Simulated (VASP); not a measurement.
# SrO (Fm-3m) in VASP: a series of runs

SrO is run at these levels: PBE-based screened hybrid with 30 % exact exchange, PBE-based screened hybrid with 15 % exact exchange, HSE06; tasks: single point.

Program: VASP 6.6.1. These are calculated values, not measurements. Logs are shortened: lines on timing, memory, paths and dates and some standing lists are left out, and cuts for length are marked.

## 1. The cell of the first run

The structure is cubic, space group Fm-3m (No. 225). Conventional cell: a = 5.160 Å, b = 5.160 Å, c = 5.160 Å, α = 90.00°, β = 90.00°, γ = 90.00°. Sr (site symmetry m-3m) has 6 O at 2.58 Å within 3.4 Å. Within 3.4 Å of O (site symmetry m-3m) lie 6 Sr at 2.58 Å.

## 2. Single point, PBE-based screened hybrid with 30 % exact exchange

Contents of POSCAR:

```
SrO
1.0
    0.0000000000      2.5798923266      2.5798923266
    2.5798923266      0.0000000000      2.5798923266
    2.5798923266      2.5798923266      0.0000000000
Sr O
1 1
Direct
    0.0000000000      0.0000000000      0.0000000000
    0.5000000000      0.5000000000      0.5000000000
```

Contents of INCAR.step1:

```
  ALGO = Normal
  EDIFF = 1E-5
  ENCUT = 520
  GGA = PE
  ISIF = 2
  ISMEAR = 0
  LASPH = T
  LCHARG = F
  LREAL = F
  LWAVE = T
  NBANDS = 15
  NELM = 60
  PREC = Accurate
  SIGMA = 0.01
```

Contents of INCAR.step2:

```
  AEXX = 0.3
  ALGO = Normal
  EDIFF = 1E-6
  ENCUT = 520
  GGA = PE
  HFSCREEN = 0.3
  ISIF = 2
  ISMEAR = 0
  ISTART = 1
  LASPH = T
  LCHARG = F
  LHFCALC = T
  LREAL = F
  LWAVE = F
  NBANDS = 15
  NELM = 60
  PREC = Accurate
  PRECFOCK = Normal
  SIGMA = 0.01
```

Contents of KPOINTS:

```
k-points
0
Gamma
  4 4 4
```

Potentials or basis: VASP PAW PBE potentials, release 64 (Sr_sv, O).

Run with:

```console
$ cat potpaw_PBE.64/Sr_sv/POTCAR potpaw_PBE.64/O/POTCAR > POTCAR
$ cp INCAR.step1 INCAR
$ mpirun -np 1 vasp_std > vasp.out
$ cp INCAR.step2 INCAR
$ mpirun -np 1 vasp_std > vasp.out
```

OUTCAR:

```text
AEXX = 0.3
   EDIFF = 1E-6
   ENCUT = 520
   GGA = PE
   HFSCREEN = 0.3
   ISIF = 2
   ISMEAR = 0
   ISTART = 1
   LASPH = T
   LHFCALC = T
   LREAL = F
   NELM = 60
   PREC = Accurate
   PRECFOCK = Normal

 ion  position               nearest neighbor table
   1  0.000  0.000  0.000-   2 2.58   2 2.58   2 2.58   2 2.58   2 2.58   2 2.58
   2  0.500  0.500  0.500-   1 2.58   1 2.58   1 2.58   1 2.58   1 2.58   1 2.58

  LATTYP: Found a face centered cubic cell.
 ALAT       =     5.1597846532

  Lattice vectors:

 A1 = (   0.0000000000,   2.5798923266,   2.5798923266)
 A2 = (   2.5798923266,   0.0000000000,   2.5798923266)
 A3 = (   2.5798923266,   2.5798923266,   0.0000000000)

Analysis of symmetry for initial positions (statically):
=====================================================================
 Subroutine PRICEL returns:
 Original cell was already a primitive cell.

 Routine SETGRP: Setting up the symmetry group for a
 face centered cubic supercell.

 Subroutine GETGRP returns: Found 48 space group operations
 (whereof 48 operations were pure point group operations)
 out of a pool of 48 trial point group operations.

The static configuration has the point symmetry O_h .

Analysis of symmetry for dynamics (positions and initial velocities):
=====================================================================
 Subroutine PRICEL returns:
 Original cell was already a primitive cell.

 Routine SETGRP: Setting up the symmetry group for a
 face centered cubic supercell.

 Subroutine GETGRP returns: Found 48 space group operations
 (whereof 48 operations were pure point group operations)
 out of a pool of 48 trial point group operations.

The dynamic configuration has the point symmetry O_h .

 Subroutine INISYM returns: Found 48 space group operations
 (whereof 48 operations are pure point group operations),
 and found     1 'primitive' translations

----------------------------------------------------------------------------------------

                                     Primitive cell

  volume of cell :      34.3427

  direct lattice vectors                    reciprocal lattice vectors
     0.000000000  2.579892327  2.579892327    -0.193806538  0.193806538  0.193806538
     2.579892327  0.000000000  2.579892327     0.193806538 -0.193806538  0.193806538
     2.579892327  2.579892327  0.000000000     0.193806538  0.193806538 -0.193806538

  length of vectors
     3.648518718  3.648518718  3.648518718     0.335682770  0.335682770  0.335682770

  position of ions in fractional coordinates (direct lattice)
     0.000000000  0.000000000  0.000000000
     0.500000000  0.500000000  0.500000000

  ion indices of the primitive-cell ions
   primitive index   ion index
                 1           1
                 2           2

----------------------------------------------------------------------------------------

 KPOINTS: k-points

Automatic generation of k-mesh.
 Grid dimensions read from file:
 generate k-points for:    4    4    4

 Generating k-lattice:

  Cartesian coordinates                     Fractional coordinates (reciprocal lattice)
    -0.048451634  0.048451634  0.048451634     0.250000000  0.000000000  0.000000000
     0.048451634 -0.048451634  0.048451634     0.000000000  0.250000000  0.000000000
     0.048451634  0.048451634 -0.048451634     0.000000000  0.000000000  0.250000000

  Length of vectors
     0.083920693  0.083920693  0.083920693

  Shift w.r.t. Gamma in fractional coordinates (k-lattice)
     0.000000000  0.000000000  0.000000000

 Subroutine IBZKPT returns following result:
 ===========================================

 Found      8 irreducible k-points:

 Following reciprocal coordinates:
            Coordinates               Weight
  0.000000  0.000000  0.000000      1.000000
  0.250000  0.000000  0.000000      8.000000
  0.500000  0.000000  0.000000      4.000000
  0.250000  0.250000  0.000000      6.000000
  0.500000  0.250000  0.000000     24.000000
 -0.250000  0.250000  0.000000     12.000000
  0.500000  0.500000  0.000000      3.000000
 -0.250000  0.500000  0.250000      6.000000
   k-points           NKPTS =      8   k-points in BZ     NKDIM =     64   number of bands    NBANDS=     15
   number of dos      NEDOS =    301   number of ions     NIONS =      2
   total plane-waves  NPLWV =  21952
   dimension x,y,z NGX =    28 NGY =   28 NGZ =   28
   dimension x,y,z NGXF=    56 NGYF=   56 NGZF=   56
   ions per type =               1   1
   NGX,Y,Z   is equivalent  to a cutoff of  12.76, 12.76, 12.76 a.u.
   NGXF,Y,Z  is equivalent  to a cutoff of  25.52, 25.52, 25.52 a.u.
 SYSTEM =  unknown system
   PREC   = accura    normal or accurate (medium, high low for compatibility)
   ISTART =      1    job   : 0-new  1-cont  2-samecut
   ICHARG =      0    charge: 1-file 2-atom 10-const
   ISPIN  =      1    spin polarized calculation?
   LNONCOLLINEAR =      F non collinear calculations
   LSORBIT =      F    spin-orbit coupling
   LASPH  =      T    aspherical Exc in radial PAW
   ENCUT  =  520.0 eV  38.22 Ry    6.18 a.u.   6.78  6.78  6.78*2*pi/ulx,y,z
   NELM   =     60;   NELMIN=  2; NELMDL=  0     # of ELM steps
   EDIFF  = 0.1E-05   stopping-criterion for ELM
   LREAL  =      F    real-space projection
   EDIFFG = 0.1E-04   stopping-criterion for IOM
   NSW    =      0    number of steps for IOM
   IBRION =     -1    ionic relax: 0-MD 1-quasi-New 2-CG
   NFREE  =      0    steps in history (QN), initial steepest desc. (CG)
   ISIF   =      2    stress and relaxation
   ISYM   =      3    0-nonsym 1-usesym 2-fastsym
   POTIM  = 0.5000    time-step for ionic-motion
   TEBEG  =    0.0;   TEEND  =   0.0 temperature during run
   PSTRESS=    0.0 pullay stress
   NELECT =      16.0000    total number of electrons
   NUPDOWN=      -1.0000    fix difference up-down
   EMIN   =  10.00;   EMAX   =-10.00  energy-range for DOS
   EFERMI =   0.00;   METHOD = LEGACY
   ISMEAR =     0;   SIGMA  =   0.01  broadening in eV -4-tet -1-fermi 0-gaus
   EFERMI_NEDOS =   21; number of points for ismear=-14 and -15
   IALGO  =     38    algorithm
   IMIX   =      1    mixing-type and parameters
     AMIX     =   0.40;   BMIX     =  1.00
     AMIX_MAG =   1.60;   BMIX_MAG =  1.00
  volume/ion in A,a.u.               =      17.17       115.88
  Fermi-wavevector in a.u.,A,eV,Ry     =   1.269122  2.398292 21.914492  1.610670
  Thomas-Fermi vector in A             =   2.402180
   LORBIT       =      0    0 simple, 1 ext, 2 COOP (PROOUT), +10 PAW based schemes
   GGA     = PE    functional components
   LHFCALC =     T    Hartree Fock is set to
   PRECFOCK=normal    Normal, Fast or Accurate (Low or Medium for compatibility)
   ENCUT4O =  -1.0   cutoff for four orbital integrals eV
   NKREDX  =     1    reduce k-point grid by
   NKREDY  =     1    reduce k-point grid by
   NKREDZ  =     1    reduce k-point grid by
   AEXX    =    0.3000 exact exchange contribution
   HFSCREEN=    0.3000 screening length (either q_TF or 0.3 A-1)
   HFSCREENC=   0.3000 screening length for correlation (either q_TF or 0.3 A-1)
   ENCUTFOCK=  -1.0 apply spherical cutoff to Coloumb kernel
   IVDW    =     0    specifies the selected vdW correction
   LEPSILON=     F    determine dielectric tensor
   LRPA    =     F    only Hartree local field effects (RPA)
 non-spin polarized calculation
 Gauss-broadening in eV      SIGMA  =   0.01
  energy-cutoff  :      520.00
  volume of cell :       34.34
 maximum number of plane-waves:       941
  NGX = 24; NGY = 24; NGZ = 24

 number of electron      15.9999998 magnetization

 Free energy of the ion-electron system (eV)
  ---------------------------------------------------
  ext. energy  EPLUGINS =         0.00000000
  ---------------------------------------------------
  free energy    TOTEN  =       -14.32936757 eV

  energy without entropy =      -14.32936757  energy(sigma->0) =      -14.32936757

 E-fermi :   0.5677     XC(G=0):  -8.0519

 val. band max:        0.5033748120   @ k =   0.0000   0.0000   0.0000
 cond. band min:       5.2558436925   @ k =   0.5000   0.5000   0.0000
 fundamental gap:      4.7524688805
 Fermi energy:         0.5676842494

 k-point     1 :       0.0000    0.0000    0.0000
  band No.  band energies     occupation
      1     -34.1766      2.00000
      2     -16.2833      2.00000
      3     -14.3063      2.00000
      4     -14.3063      2.00000
      5     -14.3063      2.00000
      6       0.5034      2.00000
      7       0.5034      2.00000
      8       0.5034      2.00000
      9       5.9211      0.00000
     10       8.3642      0.00000
     11       8.3642      0.00000
     12       8.3642      0.00000
     13      10.6071      0.00000
     14      10.6071      0.00000
     15      14.7611      0.00000

 k-point     2 :       0.2500    0.0000    0.0000
  band No.  band energies     occupation
      1     -34.1055      2.00000
      2     -17.0132      2.00000
      3     -14.3425      2.00000
      4     -14.3425      2.00000
      5     -13.7308      2.00000
      6      -0.7737      2.00000
      7      -0.1274      2.00000
      8      -0.1274      2.00000
      9       8.0707      0.00000
     10       8.2354      0.00000
     11       9.5596      0.00000
     12       9.5596      0.00000
     13      12.1241      0.00000
     14      12.1241      0.00000
     15      17.9155      0.00000
[... 77 lines left out ...]
      3     -15.2910      2.00000
      4     -14.6835      2.00000
      5     -14.6835      2.00000
      6       0.0174      2.00000
      7       0.3985      2.00000
      8       0.3985      2.00000
      9       5.2558      0.00000
     10      10.0159      0.00000
     11      12.5184      0.00000
     12      12.6005      0.00000
     13      13.5345      0.00000
     14      13.5345      0.00000
     15      15.9950      0.00000

 k-point     8 :      -0.2500    0.5000    0.2500
  band No.  band energies     occupation
      1     -33.9902      2.00000
      2     -16.7754      2.00000
      3     -14.9944      2.00000
      4     -14.9944      2.00000
      5     -13.8926      2.00000
      6      -0.6724      2.00000
      7       0.0448      2.00000
      8       0.0448      2.00000
      9       8.1200      0.00000
     10       8.1200      0.00000
     11      10.8877      0.00000
     12      13.5529      0.00000
     13      13.8106      0.00000
     14      15.0893      0.00000
     15      17.0504      0.00000

------------------------ aborting loop because EDIFF is reached ----------------------------------------

  FORCE on cell =-STRESS in cart. coord.  units (eV):
  Direction    XX          YY          ZZ          XY          YZ          ZX
  --------------------------------------------------------------------------------------
  -------------------------------------------------------------------------------------
  Total       -0.0261187     -0.0261187     -0.0261187     -0.0000000      0.0000000      0.0000000
  in kB       -1.2185036     -1.2185036     -1.2185036     -0.0000000      0.0000000      0.0000000
  external PRESSURE =      -1.2185036 kB  Pullay stress =       0.0000000 kB

 VOLUME and BASIS-vectors are now :
 -----------------------------------------------------------------------------
  energy-cutoff  :      520.00
  volume of cell :       34.34
      direct lattice vectors                 reciprocal lattice vectors
     0.000000000  2.579892327  2.579892327    -0.193806538  0.193806538  0.193806538
     2.579892327  0.000000000  2.579892327     0.193806538 -0.193806538  0.193806538
     2.579892327  2.579892327  0.000000000     0.193806538  0.193806538 -0.193806538

 POSITION                                       TOTAL-FORCE (eV/Angst)
 -----------------------------------------------------------------------------------
      0.00000      0.00000      0.00000         0.000000     -0.000000     -0.000000
      2.57989      2.57989      2.57989        -0.000000      0.000000      0.000000
 -----------------------------------------------------------------------------------
    total drift:                               -0.000000     -0.000000     -0.000000

  FREE ENERGIE OF THE ION-ELECTRON SYSTEM (eV)
  ---------------------------------------------------
  free  energy   TOTEN  =       -14.3293675665 eV

  energy  without entropy=      -14.3293675665  energy(sigma->0) =      -14.32936757
```

Wall time 12 min (1 thread of AMD EPYC 7R13, shared host); peak memory 0.24 GiB.

Results:

| Quantity | Value |
| --- | --- |
| Free energy | -14.3294 eV |
| Pressure | -0.1 GPa |
| Band gap on the k mesh | 4.75 eV (least direct gap 4.86 eV) |

Caveat: the k points lie up to 0.53 Å⁻¹ apart; the PAW data sets were made with another functional, which shifts forces and pressure a little.

[end of part 1 of 2]
